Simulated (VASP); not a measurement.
Write the native input for VASP 6.6.1 that does the following.

| Quantity | Value |
| --- | --- |
| Task | relaxation of cell and atoms |
| Functional | LDA |
| Potentials or basis | VASP PAW LDA potentials, release 64 (K_sv, Zn, F) |
| Cutoff | 600 eV |
| k mesh | 6 × 6 × 6 |
| Occupations | fermi-dirac, width 0.02 eV |
| Spin | no spin polarisation |
| Dipole correction | no |
| Further INCAR settings | ALGO = Normal; EDIFF = 1e-06; IBRION = 2; EDIFFG = -0.005; NSW = 80; ISIF = 3 |

The structure of KZnF3 lies in POSCAR:

```
KZnF3
1.0
    4.1275598744      0.0000000000      0.0000000000
    0.0000000000      4.1275598744      0.0000000000
    0.0000000000      0.0000000000      4.1275598744
K Zn F
1 1 3
Direct
    0.0000000000      0.0000000000      0.0000000000
    0.5000000000      0.5000000000      0.5000000000
    0.5000000000      0.5000000000      0.0000000000
    0.0000000000      0.5000000000      0.5000000000
    0.5000000000      0.0000000000      0.5000000000
```

These files were run (other wordings do the same):

INCAR

```
SYSTEM = KZnF3
PREC = Accurate
ENCUT = 600
EDIFF = 1E-6
ISMEAR = -1
SIGMA = 0.02
LREAL = .FALSE.
LASPH = .TRUE.
NELM = 60
ALGO = Normal
ISIF = 3
LWAVE = .FALSE.
LCHARG = .FALSE.
IBRION = 2
NSW = 80
EDIFFG = -0.005
```

KPOINTS

```
regular mesh
0
G
  6 6 6
  0 0 0
```

Potentials or basis: VASP PAW LDA potentials, release 64 (K_sv, Zn, F).

The run is started by

```bash
$ cat potpaw_LDA.64/K_sv/POTCAR potpaw_LDA.64/Zn/POTCAR potpaw_LDA.64/F/POTCAR > POTCAR
$ mpirun -np 1 vasp_std > vasp.out
```

Results of the run:

```json
{"Relaxed volume": "12.59 Å³/atom", "Relaxed cell": "a = 3.978 Å, b = 3.978 Å, c = 3.978 Å, α = 90.00°, β = 90.00°, γ = 90.00°", "Space group after relaxing (to 0.05 Å)": "Pm-3m (No. 221)", "Energy gained by relaxing": "41.8 meV/atom", "Ionic steps": "3", "Pressure after relaxing": "0.0 GPa", "Band gap on the k mesh": "3.74 eV, indirect (least direct gap 5.86 eV)"}
```

Caveat: the volume moved by -10 % from the deposited cell, more than functionals usually miss.

It took 94 s on 1 thread of Intel Xeon 6975P-C (shared host), peak memory 0.21 GiB.
